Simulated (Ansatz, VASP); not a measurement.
## One calculation of WSe2, two programs

```xyz
12
Lattice="3.3178 0.0000 0.0000 -1.6589 2.8733 0.0000 0.0000 0.0000 36.4183" Properties=species:S:1:pos:R:3 pbc="T T T"
W     1.6589    0.9578   32.9990
W     1.6589    0.9578   10.2142
W     0.0000    1.9156   26.2041
W     0.0000    1.9156    3.4193
Se    0.0000    1.9156   34.6625
Se    0.0000    1.9156   11.8763
Se    1.6589    0.9578   27.8675
Se    1.6589    0.9578    5.0822
Se    0.0000    1.9156   31.3361
Se    0.0000    1.9156    8.5509
Se    1.6589    0.9578   24.5420
Se    1.6589    0.9578    1.7558
```

Alike in both runs: task single point; functional LDA; k mesh 6 × 6 × 1; occupations gaussian, width 0.1 eV; no spin polarisation.

|  | VASP | Ansatz |
| --- | --- | --- |
| version | VASP 6.6.1 | Ansatz 0.2.0 |
| potentials or method | VASP PAW LDA potentials, release 64 (W_sv, Se), cutoff 500 eV | scalar-relativistic, plane waves, PAW |
| valence electrons in the cell | 104 | 184 |

VASP gave:

```
gap on the k mesh at the Fermi level (eV) : 1.23
least direct gap on the mesh (eV)         : 1.46
rms of the force components (eV/Å)        : 0.123
```

Q: Which values does Ansatz return?

A: gap on the k mesh at the Fermi level (eV): 1.24; least direct gap on the mesh (eV): 1.46; rms of the force components (eV/Å): 0.166.

Ansatz warns that its potentials were made for another functional, while VASP's fit it. LDA's correlation is that of Perdew and Zunger in VASP and of Perdew and Wang (1992) in Ansatz. Atom by atom the forces differ by 0.044 eV/Å (rms over components). VASP's potentials hold 104 valence electrons a cell and Ansatz's 184, so a difference there can come from the potentials and not from the codes.

Spin-orbit coupling is off throughout.
